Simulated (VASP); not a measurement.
# VO2 (P4_2/mnm) in VASP: settings compared

The runs below take VO2 through single point, with RPBE, PBE exchange alone, LDA.

Program: VASP 6.6.1. These are calculated values, not measurements. Logs are shortened: lines on timing, memory, paths and dates and some standing lists are left out, and cuts for length are marked.

### Step 1. The cell of the first run

The structure is tetragonal, space group P4_2/mnm (No. 136). The conventional cell has a = 4.446 Å, b = 4.446 Å, c = 3.003 Å, α = 90.00°, β = 90.00°, γ = 90.00°. V (site symmetry mmm) has 6 O at 1.88 to 1.96 Å within 2.5 Å. O (site symmetry m2m) has 3 V at 1.88 to 1.96 Å and 1 O at 2.52 Å within 2.6 Å.

### Step 2. Single point, RPBE, collinear spin, ferromagnetic start

INCAR reads:

```
ALGO = Normal
EDIFF = 1E-6
ENCUT = 600
GGA = RP
GGA_COMPAT = False
ISIF = 2
ISMEAR = -1
ISPIN = 2
LASPH = True
LCHARG = False
LMAXMIX = 4
LORBIT = 11
LREAL = False
LWAVE = False
MAGMOM = 2 2 0 0 0 0
NBANDS = 38
NELM = 200
PREC = Accurate
SIGMA = 0.05
```

KPOINTS reads:

```
k-points
0
Gamma
  6 6 9
```

POSCAR reads:

```
VO2
1.0
    4.4462864423      0.0000000000      0.0000000000
    0.0000000000      4.4462864423      0.0000000000
    0.0000000000      0.0000000000      3.0033037399
V O
2 4
Direct
    0.5000000000      0.5000000000      0.5000000000
    0.0000000000      0.0000000000      0.0000000000
    0.2003580000      0.7996420000      0.5000000000
    0.7996420000      0.2003580000      0.5000000000
    0.7003580000      0.7003580000      0.0000000000
    0.2996420000      0.2996420000      0.0000000000
```

Potentials or basis: VASP PAW PBE potentials, release 64 (V_sv, O).

The run is started by

```console
> cat potpaw_PBE.64/V_sv/POTCAR potpaw_PBE.64/O/POTCAR > POTCAR
> mpirun -np 1 vasp_std > vasp.out
```

OUTCAR:

```text
EDIFF = 1E-6
   ENCUT = 600
   GGA = RP
   ISIF = 2
   ISMEAR = -1
   ISPIN = 2
   LASPH = True
   LORBIT = 11
   LREAL = False
   NELM = 200
   PREC = Accurate

 ion  position               nearest neighbor table
   1  0.500  0.500  0.500-   3 1.88   4 1.88   5 1.96   6 1.96   5 1.96   6 1.96
   2  0.000  0.000  0.000-   5 1.88   6 1.88   3 1.96   4 1.96   3 1.96   4 1.96
   3  0.200  0.800  0.500-   1 1.88   2 1.96   2 1.96
   4  0.800  0.200  0.500-   1 1.88   2 1.96   2 1.96
   5  0.700  0.700  0.000-   2 1.88   1 1.96   1 1.96
   6  0.300  0.300  0.000-   2 1.88   1 1.96   1 1.96

  LATTYP: Found a simple tetragonal cell.
 ALAT       =     4.4462864423
 C/A-ratio  =     0.6754633960

  Lattice vectors:

 A1 = (   4.4462864423,   0.0000000000,   0.0000000000)
 A2 = (   0.0000000000,   4.4462864423,   0.0000000000)
 A3 = (   0.0000000000,   0.0000000000,   3.0033037399)

Analysis of symmetry for initial positions (statically):
=====================================================================
 Subroutine PRICEL returns:
 Original cell was already a primitive cell.

 Routine SETGRP: Setting up the symmetry group for a
 simple tetragonal supercell.

 Subroutine GETGRP returns: Found 16 space group operations
 (whereof  8 operations were pure point group operations)
 out of a pool of 16 trial point group operations.

The static configuration has the point symmetry D_2h.
 The point group associated with its full space group is D_4h.

Analysis of symmetry for dynamics (positions and initial velocities):
=====================================================================
 Subroutine PRICEL returns:
 Original cell was already a primitive cell.

 Routine SETGRP: Setting up the symmetry group for a
 simple tetragonal supercell.

 Subroutine GETGRP returns: Found 16 space group operations
 (whereof  8 operations were pure point group operations)
 out of a pool of 16 trial point group operations.

The dynamic configuration has the point symmetry D_2h.
 The point group associated with its full space group is D_4h.

Analysis of structural, dynamic, and magnetic symmetry:
=====================================================================
 Subroutine PRICEL returns:
 Original cell was already a primitive cell.

 Routine SETGRP: Setting up the symmetry group for a
 simple tetragonal supercell.

 Subroutine GETGRP returns: Found 16 space group operations
 (whereof  8 operations were pure point group operations)
 out of a pool of 16 trial point group operations.

The overall configuration has the point symmetry D_2h.
 The point group associated with its full space group is D_4h.

 Subroutine INISYM returns: Found 16 space group operations
 (whereof  8 operations are pure point group operations),
 and found     1 'primitive' translations

----------------------------------------------------------------------------------------

                                     Primitive cell

  volume of cell :      59.3737

  direct lattice vectors                    reciprocal lattice vectors
     4.446286442  0.000000000  0.000000000     0.224906787  0.000000000  0.000000000
     0.000000000  4.446286442  0.000000000     0.000000000  0.224906787  0.000000000
     0.000000000  0.000000000  3.003303740     0.000000000  0.000000000  0.332966655

  length of vectors
     4.446286442  4.446286442  3.003303740     0.224906787  0.224906787  0.332966655

  position of ions in fractional coordinates (direct lattice)
     0.500000000  0.500000000  0.500000000
     0.000000000  0.000000000  0.000000000
     0.200358000  0.799642000  0.500000000
     0.799642000  0.200358000  0.500000000
     0.700358000  0.700358000  0.000000000
     0.299642000  0.299642000  0.000000000

  ion indices of the primitive-cell ions
   primitive index   ion index
                 1           1
                 2           2
                 3           3
[... 31 lines left out ...]
            Coordinates               Weight
  0.000000  0.000000  0.000000      1.000000
  0.166667  0.000000  0.000000      4.000000
  0.333333  0.000000  0.000000      4.000000
  0.500000  0.000000  0.000000      2.000000
  0.166667  0.166667  0.000000      4.000000
  0.333333  0.166667  0.000000      8.000000
[... 16 lines left out ...]
  0.333333  0.000000  0.222222      8.000000
  0.500000  0.000000  0.222222      4.000000
 [... further k-points ...]
   k-points           NKPTS =     50   k-points in BZ     NKDIM =     50   number of bands    NBANDS=     38
   number of dos      NEDOS =    301   number of ions     NIONS =      6
   total plane-waves  NPLWV =  31104
   dimension x,y,z NGX =    36 NGY =   36 NGZ =   24
   dimension x,y,z NGXF=    72 NGYF=   72 NGZF=   48
   ions per type =               2   4
   NGX,Y,Z   is equivalent  to a cutoff of  13.46, 13.46, 13.29 a.u.
   NGXF,Y,Z  is equivalent  to a cutoff of  26.92, 26.92, 26.57 a.u.
 SYSTEM =  unknown system
   PREC   = accura    normal or accurate (medium, high low for compatibility)
   ISTART =      0    job   : 0-new  1-cont  2-samecut
   ICHARG =      2    charge: 1-file 2-atom 10-const
   ISPIN  =      2    spin polarized calculation?
   LNONCOLLINEAR =      F non collinear calculations
   LSORBIT =      F    spin-orbit coupling
   LASPH  =      T    aspherical Exc in radial PAW
   ENCUT  =  600.0 eV  44.10 Ry    6.64 a.u.   8.88  8.88  6.00*2*pi/ulx,y,z
   NELM   =    200;   NELMIN=  2; NELMDL= -5     # of ELM steps
   EDIFF  = 0.1E-05   stopping-criterion for ELM
   LREAL  =      F    real-space projection
   EDIFFG = 0.1E-04   stopping-criterion for IOM
   NSW    =      0    number of steps for IOM
   IBRION =     -1    ionic relax: 0-MD 1-quasi-New 2-CG
   NFREE  =      0    steps in history (QN), initial steepest desc. (CG)
   ISIF   =      2    stress and relaxation
   ISYM   =      2    0-nonsym 1-usesym 2-fastsym
   POTIM  = 0.5000    time-step for ionic-motion
   TEBEG  =    0.0;   TEEND  =   0.0 temperature during run
   PSTRESS=    0.0 pullay stress
   NELECT =      50.0000    total number of electrons
   NUPDOWN=      -1.0000    fix difference up-down
   EMIN   =  10.00;   EMAX   =-10.00  energy-range for DOS
   EFERMI =   0.00;   METHOD = LEGACY
   ISMEAR =    -1;   SIGMA  =   0.05  broadening in eV -4-tet -1-fermi 0-gaus
   EFERMI_NEDOS =   21; number of points for ismear=-14 and -15
   IALGO  =     38    algorithm
   IMIX   =      4    mixing-type and parameters
     AMIX     =   0.40;   BMIX     =  1.00
     AMIX_MAG =   1.60;   BMIX_MAG =  1.00
  volume/ion in A,a.u.               =       9.90        66.78
  Fermi-wavevector in a.u.,A,eV,Ry     =   1.545967  2.921453 32.518100  2.390013
  Thomas-Fermi vector in A             =   2.651270
   LORBIT       =     11    0 simple, 1 ext, 2 COOP (PROOUT), +10 PAW based schemes
   GGA     = RP    functional components
   LHFCALC =     F    Hartree Fock is set to
   AEXX    =    0.0000 exact exchange contribution
   IVDW    =     0    specifies the selected vdW correction
   LEPSILON=     F    determine dielectric tensor
   LRPA    =     F    only Hartree local field effects (RPA)
 spin polarized calculation
  energy-cutoff  :      600.00
  volume of cell :       59.37
 maximum number of plane-waves:      2012
 NGX is ok and might be reduce to    36
   NGX = 17   NGY = 17   NGZ = 11

 number of electron      50.0000011 magnetization       1.9999152

 Free energy of the ion-electron system (eV)
  ---------------------------------------------------
  ext. energy  EPLUGINS =         0.00000000
  ---------------------------------------------------
  free energy    TOTEN  =       -49.12381191 eV

  energy without entropy =      -49.08219926  energy(sigma->0) =      -49.10300558

 E-fermi :   6.3261     XC(G=0): -11.5045

 val. band max:        6.3200605622   @ k =   0.1667   0.0000   0.1111
 cond. band min:       6.3312662477   @ k =   0.1667   0.0000   0.4444
 fundamental gap:      0.0112056855
 Fermi energy:         6.3261450636

 spin component 1

 k-point     1 :       0.0000    0.0000    0.0000
  band No.  band energies     occupation
      1     -59.8315      1.00000
      2     -59.8211      1.00000
      3     -33.6079      1.00000
      4     -33.6079      1.00000
      5     -33.5361      1.00000
      6     -33.5134      1.00000
[... 949 lines left out ...]
     36      16.6820      0.00000
     37      19.7113      0.00000

 [... further k-points ...]

 spin component 2

 k-point     1 :       0.0000    0.0000    0.0000
  band No.  band energies     occupation
      1     -58.6834      1.00000
      2     -58.6722      1.00000
      3     -32.5374      1.00000
      4     -32.5374      1.00000
      5     -32.3749      1.00000
      6     -32.3480      1.00000
[... 949 lines left out ...]
     36      16.8306      0.00000
     37      20.0851      0.00000

 [... further k-points ...]

 [bands above 37 left out]

------------------------ aborting loop because EDIFF is reached ----------------------------------------

  FORCE on cell =-STRESS in cart. coord.  units (eV):
  Direction    XX          YY          ZZ          XY          YZ          ZX
  --------------------------------------------------------------------------------------
  -------------------------------------------------------------------------------------
  Total        4.5420557      4.5420557     -2.1864050      0.0000000      0.0000000      0.0000000
  in kB      122.5656884    122.5656884    -58.9993285      0.0000000      0.0000000      0.0000000
  external PRESSURE =      62.0440161 kB  Pullay stress =       0.0000000 kB

 VOLUME and BASIS-vectors are now :
 -----------------------------------------------------------------------------
  energy-cutoff  :      600.00
  volume of cell :       59.37
      direct lattice vectors                 reciprocal lattice vectors
     4.446286442  0.000000000  0.000000000     0.224906787  0.000000000  0.000000000
     0.000000000  4.446286442  0.000000000     0.000000000  0.224906787  0.000000000
     0.000000000  0.000000000  3.003303740     0.000000000  0.000000000  0.332966655

 POSITION                                       TOTAL-FORCE (eV/Angst)
 -----------------------------------------------------------------------------------
      2.22314      2.22314      1.50165         0.000000      0.000000      0.000000
      0.00000      0.00000      0.00000         0.000000      0.000000      0.000000
      0.89085      3.55544      1.50165        -0.146024      0.146024      0.000000
      3.55544      0.89085      1.50165         0.146024     -0.146024      0.000000
      3.11399      3.11399      0.00000        -0.146024     -0.146024      0.000000
      1.33229      1.33229      0.00000         0.146024      0.146024      0.000000
 -----------------------------------------------------------------------------------
    total drift:                                0.000000      0.000000      0.000000

  FREE ENERGIE OF THE ION-ELECTRON SYSTEM (eV)
  ---------------------------------------------------
  free  energy   TOTEN  =       -49.1238119099 eV

  energy  without entropy=      -49.0821992590  energy(sigma->0) =      -49.10300558

 total charge

# of ion       s       p       d       tot
------------------------------------------
    1        2.278   6.325   2.876  11.479
    2        2.278   6.325   2.876  11.479
    3        1.575   3.488   0.000   5.063
    4        1.575   3.488   0.000   5.063
    5        1.575   3.488   0.000   5.063
    6        1.575   3.488   0.000   5.063
--------------------------------------------------
tot         10.855  26.603   5.752  43.210

 magnetization (x)

# of ion       s       p       d       tot
------------------------------------------
    1        0.016   0.013   1.055   1.084
    2        0.016   0.013   1.055   1.084
    3       -0.002  -0.066   0.000  -0.068
    4       -0.002  -0.066   0.000  -0.068
    5       -0.002  -0.066   0.000  -0.068
    6       -0.002  -0.066   0.000  -0.068
--------------------------------------------------
tot          0.024  -0.239   2.110   1.895
```

It took 1.8 min on 1 thread of AMD EPYC 9R45 (Zen 5), shared host; peak memory 0.29 GiB.

What came out:

* Free energy: -49.1238 eV
* Pressure: 6.2 GPa
* Largest force: 0.207 eV/Å
* Band gap on the k mesh: zero (filled and empty bands overlap)
* Net moment: 2.00 μB per cell
* Site moments: V +1.08; O -0.07 μB
* Valence electrons inside the program's atomic spheres: V 11.48; O 5.06

Forces on the atoms (eV/Å):
```
V    0.000  0.000  0.000
V    0.000  0.000  0.000
O   -0.146  0.146  0.000
O    0.146 -0.146  0.000
O   -0.146 -0.146  0.000
O    0.146  0.146  0.000
```

Caveat: the stress differs along the axes, from -6 to 12 GPa; the PAW data sets were made with another functional, which shifts forces and pressure a little; semilocal functionals often make such compounds metallic where correlation or magnetic order opens a gap, which also shifts bond lengths.

[end of part 1 of 2]

The gap in the log of VASP goes by the Fermi energy; the results here count the filled bands.